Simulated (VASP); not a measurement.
Input of a VASP 6.6.1 run:

File INCAR:

```
SYSTEM = CoH4
PREC = Accurate
ENCUT = 600
EDIFF = 1E-6
ISMEAR = 0
SIGMA = 0.1
LREAL = .FALSE.
LASPH = .TRUE.
NELM = 80
ALGO = Normal
ISIF = 3
LWAVE = .FALSE.
LCHARG = .FALSE.
GGA = PE
IBRION = 2
NSW = 100
EDIFFG = -0.01
```

KPOINTS

```
Automatic mesh
0
G
  18 18 8
  0 0 0
```

The input POSCAR:

```
CoH4
1.0
    2.6363322946      0.0000000000      0.0000000000
   -1.3181661473      2.2831307400      0.0000000000
    0.0000000000      0.0000000000      5.2073667974
Co H
1 4
Direct
    0.0000000000      0.0000000000      0.0000000000
    0.3333333333      0.6666666667      0.1858572696
    0.3333333333      0.6666666667      0.8141427304
    0.6666666667      0.3333333333      0.8141427304
    0.6666666667      0.3333333333      0.1858572696
```

Potentials or basis: VASP PAW PBE potentials, release 64 (Co, H).

Command:

```bash
$ cat potpaw_PBE.64/Co/POTCAR potpaw_PBE.64/H/POTCAR > POTCAR
$ mpirun -np 1 vasp_std > vasp.out
```

Question: Predict the band gap on the k mesh.

Answer: Zero (an odd number of electrons rules out a gap without spin polarisation).

Final structure:
```
Co H
1.0
     2.63633    0.00000    0.00000
    -1.31817    2.28313    0.00000
     0.00000    0.00000    5.20737
Co H
1 4
Direct
  0.00000 0.00000 0.00000
  0.33333 0.66667 0.18586
  0.33333 0.66667 0.81414
  0.66667 0.33333 0.81414
  0.66667 0.33333 0.18586
```

Caveat: the relaxation stopped at its first step, so nothing moved; the run has no spin polarisation, though such a crystal can be magnetic. Spin polarisation is off, so any magnetic state and its effect on volume and gap are missing.
